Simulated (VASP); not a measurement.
# TiAl3 (Pm-3m) in VASP: a series of runs, part 2 of 2

VASP 6.6.1. The steps go on from the part before.

## (3) Elastic constants, PBE

This run uses another cell than the first one, of 12.72 Å³/atom.

INCAR reads:

```
PREC = Accurate
ENCUT = 600
EDIFF = 1E-8
ISMEAR = -1
SIGMA = 0.15
LREAL = False
LASPH = True
NELM = 100
ALGO = Normal
ISIF = 3
LWAVE = False
LCHARG = False
GGA = PE
IBRION = 6
NFREE = 2
POTIM = 0.015
NSW = 1
```

KPOINTS reads:

```
regular mesh
0
Gamma
  12 12 12
```

POSCAR reads:

```
TiAl3
1.0
    3.7058368468      0.0000000000      0.0000000000
    0.0000000000      3.7058368468      0.0000000000
    0.0000000000      0.0000000000      3.7058368468
Ti Al
1 3
Direct
    0.0000000000      0.0000000000      0.0000000000
    0.5000000000      0.5000000000      0.0000000000
    0.5000000000      0.0000000000      0.5000000000
    0.0000000000      0.5000000000      0.5000000000
```

Potentials or basis: VASP PAW PBE potentials, release 64 (Ti_sv, Al).

Started as:

```
> cat potpaw_PBE.64/Ti_sv/POTCAR potpaw_PBE.64/Al/POTCAR > POTCAR
> mpirun -np 1 vasp_std > vasp.out
```

OUTCAR:

```text
PREC = Accurate
   ENCUT = 600
   EDIFF = 1E-8
   ISMEAR = -1
   LREAL = False
   LASPH = True
   NELM = 100
   ISIF = 3
   GGA = PE
   IBRION = 6
   NFREE = 2
   POTIM = 0.015
   NSW = 1

 ion  position               nearest neighbor table
   1  0.000  0.000  0.000-   2 2.62   3 2.62   4 2.62   3 2.62   4 2.62   2 2.62   4 2.62   4 2.62
                             2 2.62   3 2.62   3 2.62   2 2.62
   2  0.500  0.500  0.000-   1 2.62   3 2.62   4 2.62   3 2.62   4 2.62   1 2.62   3 2.62   3 2.62
                             1 2.62   4 2.62   4 2.62   1 2.62
   3  0.500  0.000  0.500-   1 2.62   2 2.62   4 2.62   1 2.62   2 2.62   2 2.62   4 2.62   2 2.62
                             1 2.62   4 2.62   1 2.62   4 2.62
   4  0.000  0.500  0.500-   1 2.62   2 2.62   3 2.62   1 2.62   2 2.62   1 2.62   3 2.62   1 2.62
                             2 2.62   3 2.62   2 2.62   3 2.62

  LATTYP: Found a simple cubic cell.
 ALAT       =     3.7058368468

  Lattice vectors:

 A1 = (   3.7058368468,   0.0000000000,   0.0000000000)
 A2 = (   0.0000000000,   3.7058368468,   0.0000000000)
 A3 = (   0.0000000000,   0.0000000000,   3.7058368468)

Analysis of symmetry for initial positions (statically):
=====================================================================
 Subroutine PRICEL returns:
 Original cell was already a primitive cell.

 Routine SETGRP: Setting up the symmetry group for a
 simple cubic supercell.

 Subroutine GETGRP returns: Found 48 space group operations
 (whereof 48 operations were pure point group operations)
 out of a pool of 48 trial point group operations.

The static configuration has the point symmetry O_h .

Analysis of symmetry for dynamics (positions and initial velocities):
=====================================================================
 Subroutine PRICEL returns:
 Original cell was already a primitive cell.

 Routine SETGRP: Setting up the symmetry group for a
 simple cubic supercell.

 Subroutine GETGRP returns: Found 48 space group operations
 (whereof 48 operations were pure point group operations)
 out of a pool of 48 trial point group operations.

The dynamic configuration has the point symmetry O_h .

 Subroutine INISYM returns: Found 48 space group operations
 (whereof 48 operations are pure point group operations),
 and found     1 'primitive' translations

----------------------------------------------------------------------------------------

                                     Primitive cell

  volume of cell :      50.8931

  direct lattice vectors                    reciprocal lattice vectors
     3.705836847  0.000000000  0.000000000     0.269844583  0.000000000  0.000000000
     0.000000000  3.705836847  0.000000000     0.000000000  0.269844583  0.000000000
[... 338 lines left out ...]
  energy without entropy =      -19.37738603  energy(sigma->0) =      -19.44404582

 E-fermi :  11.3908     XC(G=0): -11.6443

 val. band max:       11.3823465168   @ k =   0.1667   0.1667   0.0833
 cond. band min:      11.3971410282   @ k =   0.0000   0.4167   0.0833
 fundamental gap:      0.0147945113
 Fermi energy:        11.3907884361

 k-point     1 :       0.0000    0.0000    0.0000
  band No.  band energies     occupation
      1     -45.0768      2.00000
      2     -21.4469      2.00000
      3     -21.4468      2.00000
      4     -21.4468      2.00000
      5      -0.6123      2.00000
      6       7.8246      2.00000
      7       7.8246      2.00000
      8       9.1135      2.00000
      9       9.1135      2.00000
     10       9.1142      2.00000
     11      11.5095      0.62371
     12      11.5095      0.62370
     13      11.5095      0.62370
     14      11.9599      0.04401
[... 377 lines left out ...]
      1     -45.0726      2.00000
      2     -21.4891      2.00000
      3     -21.4791      2.00000
      4     -21.4412      2.00000
      5       2.2438      2.00000
      6       4.2619      2.00000
      7       5.6139      2.00000
      8       7.3497      2.00000
      9       9.4457      2.00000
     10      10.1360      1.99953
     11      11.7908      0.12993
     12      12.4927      0.00129
     13      12.7682      0.00021
     14      13.4353      0.00000

 [... further k-points ...]

------------------------ aborting loop because EDIFF is reached ----------------------------------------

  FORCE on cell =-STRESS in cart. coord.  units (eV):
  Direction    XX          YY          ZZ          XY          YZ          ZX
  --------------------------------------------------------------------------------------
  -------------------------------------------------------------------------------------
  Total       11.1123933     11.1123933     11.1124797      0.0000000     -0.0000000      0.0000000
  in kB      349.8318135    349.8318135    349.8345323      0.0000000     -0.0000000      0.0000000
  external PRESSURE =     349.8327197 kB  Pullay stress =       0.0000000 kB
[... 19 lines left out ...]
  FREE ENERGIE OF THE ION-ELECTRON SYSTEM (eV)
  ---------------------------------------------------
  free  energy   TOTEN  =       -19.5107056186 eV

  energy  without entropy=      -19.3773860281  energy(sigma->0) =      -19.44404582

 INTERNAL STRAIN TENSORS FROM STRAINED CELLS
 ============================================

 INTERNAL STRAIN TENSOR FOR ION    1 for displacements in x,y,z  (eV/Angst):
          X           Y           Z          XY          YZ          ZX
  --------------------------------------------------------------------------------
  x     0.00000     0.00000     0.00000     0.00000     0.00000    -0.00000
  y     0.00000     0.00000     0.00000     0.00000     0.00000     0.00000
  z     0.00000     0.00000     0.00000     0.00000     0.00000     0.00000

 INTERNAL STRAIN TENSORS FROM DISPLACED ATOMS
 ============================================

 INTERNAL STRAIN TENSOR FOR ION    1 for displacements in x,y,z  (eV/Angst):
          X           Y           Z          XY          YZ          ZX
  --------------------------------------------------------------------------------
  x     0.00000     0.00000     0.00000     0.00000     0.00000     0.00000
  y     0.00000     0.00000     0.00000     0.00000     0.00000     0.00000
  z     0.00000     0.00000     0.00000     0.00000     0.00000     0.00000

 INTERNAL STRAIN TENSOR FOR ION    4 for displacements in x,y,z  (eV/Angst):
          X           Y           Z          XY          YZ          ZX
  --------------------------------------------------------------------------------
  x     0.00000     0.00000     0.00000     0.00000     0.00000     0.00000
  y     0.00000     0.00000     0.00000     0.00000     0.00000     0.00000
  z     0.00000     0.00000     0.00000     0.00000     0.00000     0.00000

 Eigenvectors and eigenvalues of the dynamical matrix
 ----------------------------------------------------

   1 f  =   14.400092 THz    90.478446 2PiTHz  480.335362 cm-1    59.553968 meV
             X         Y         Z           dx          dy          dz
      0.000000  0.000000  0.000000     0.368549   -0.180901    0.086560
      1.852918  1.852918  0.000000    -0.467911    0.229673    0.104467
      1.852918  0.000000  1.852918    -0.467911   -0.218325   -0.109897
      0.000000  1.852918  1.852918     0.444791    0.229673   -0.109897
[... 71 lines left out ...]
  12 f/i=    0.001326 THz     0.008332 2PiTHz    0.044234 cm-1     0.005484 meV
             X         Y         Z           dx          dy          dz
      0.000000  0.000000  0.000000    -0.423068    0.438976    0.010066
      1.852918  1.852918  0.000000    -0.317517    0.329456    0.007554
      1.852918  0.000000  1.852918    -0.317517    0.329430    0.007555
      0.000000  1.852918  1.852918    -0.317492    0.329456    0.007555

--------------------------------------------------------------------------------------------------------

 ELASTIC MODULI CONTR FROM IONIC RELAXATION (kBar)
 Direction    XX          YY          ZZ          XY          YZ          ZX
 --------------------------------------------------------------------------------
 XX           0.0000      0.0000      0.0000      0.0000      0.0000      0.0000
 YY           0.0000      0.0000      0.0000      0.0000      0.0000      0.0000
 ZZ           0.0000      0.0000      0.0000      0.0000      0.0000      0.0000
 XY           0.0000      0.0000      0.0000      0.0000      0.0000      0.0000
 YZ           0.0000      0.0000      0.0000      0.0000      0.0000      0.0000
 ZX           0.0000      0.0000      0.0000      0.0000      0.0000      0.0000
 --------------------------------------------------------------------------------

 TOTAL ELASTIC MODULI (kBar)
 Direction    XX          YY          ZZ          XY          YZ          ZX
 --------------------------------------------------------------------------------
 XX        3295.6162   1284.1880   1284.1880     -0.0000      0.0000      0.0000
 YY        1284.1880   3295.6162   1284.1880     -0.0000      0.0000     -0.0000
 ZZ        1284.1880   1284.1880   3295.6162     -0.0000     -0.0000      0.0000
 XY          -0.0000     -0.0000     -0.0000   1615.2382      0.0000      0.0000
 YZ           0.0000      0.0000     -0.0000      0.0000   1615.2382      0.0000
 ZX           0.0000     -0.0000      0.0000      0.0000      0.0000   1615.2382
 --------------------------------------------------------------------------------
```

OSZICAR:

```text
N       E                     dE             d eps       ncg     rms          rms(c)
DAV:   1     0.142326765391E+03    0.14233E+03   -0.10606E+04  2352   0.161E+03
DAV:   2    -0.929998207540E+01   -0.15163E+03   -0.14982E+03  2376   0.382E+02
DAV:   3    -0.208820291210E+02   -0.11582E+02   -0.11320E+02  3920   0.882E+01
[... 239 lines left out ...]
DAV:   3    -0.195107035565E+02    0.70433E-04   -0.43502E-04  6382   0.120E-01    0.165E-02
DAV:   4    -0.195107054802E+02   -0.19238E-05   -0.26692E-05  6646   0.644E-02    0.683E-03
DAV:   5    -0.195107056388E+02   -0.15859E-06   -0.18866E-06  6818   0.114E-02    0.186E-03
DAV:   6    -0.195107056210E+02    0.17852E-07   -0.21777E-07  7422   0.800E-03    0.701E-04
DAV:   7    -0.195107056186E+02    0.23986E-08   -0.54487E-08  6388   0.241E-03
  19 F= -.19510706E+02 E0= -.19444046E+02  d E =-.133320E+00
```

Run time: 88 min. Hardware: 1 thread of AMD EPYC 9755, shared host; peak memory 0.75 GiB.

Results:

| Property | Result |
| --- | --- |
| Elastic constants C11, C12, C44 | 330, 128, 162 GPa |
| Voigt bulk modulus | 195 GPa |
| Highest phonon frequency at Γ | 480 cm⁻¹ |

Phonon frequencies in cm⁻¹ (negative: imaginary):
| q point | frequencies |
| --- | --- |
| (0.000, 0.000, 0.000) | 0 0 0 345 345 345 369 369 369 480 480 480 |

Elastic tensor in Voigt notation (GPa, in the Cartesian axes of the cell as first typed):
```
330 128 128   0   0   0
128 330 128   0   0   0
128 128 330   0   0   0
  0   0   0 162   0   0
  0   0   0   0 162   0
  0   0   0   0   0 162
```

Clamped-ion elastic tensor (GPa):
```
330 128 128   0   0   0
128 330 128   0   0   0
128 128 330   0   0   0
  0   0   0 162   0   0
  0   0   0   0 162   0
  0   0   0   0   0 162
```

Caveat: the cell is under stress, which shifts elastic constants.
